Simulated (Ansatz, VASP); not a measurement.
BiB in VASP and in Ansatz

```
B Bi
1.0
     0.00000    2.41127    2.41127
     2.41127    0.00000    2.41127
     2.41127    2.41127    0.00000
B Bi
1 1
Direct
  0.00000 0.00000 0.00000
  0.50000 0.50000 0.50000
```

Alike in both runs: task relaxation of cell and atoms; functional PBE; k mesh 14 × 14 × 14; occupations fermi-dirac, width 0.1 eV; no spin polarisation.

|  | VASP | Ansatz |
| --- | --- | --- |
| version | VASP 6.6.1 | Ansatz 0.2.0 |
| potentials or method | VASP PAW PBE potentials, release 64 (B, Bi_d) | PAW with Ansatz's default frozen-core files, scalar-relativistic |
| plane-wave cutoff (eV) | 600 | 420 |
| valence electrons in the cell | 18 | 18 |

```csv
,VASP,Ansatz,Ansatz less VASP
relaxed volume (Å³/atom),18.37,18.37,+0.001
relaxed cell length with the largest relative difference (Å),3.732,3.732,+0.0001
```

Spin-orbit coupling is off throughout. Noted on VASP's run: the volume moved by over 15 % at a fixed basis, so the end points are rough.
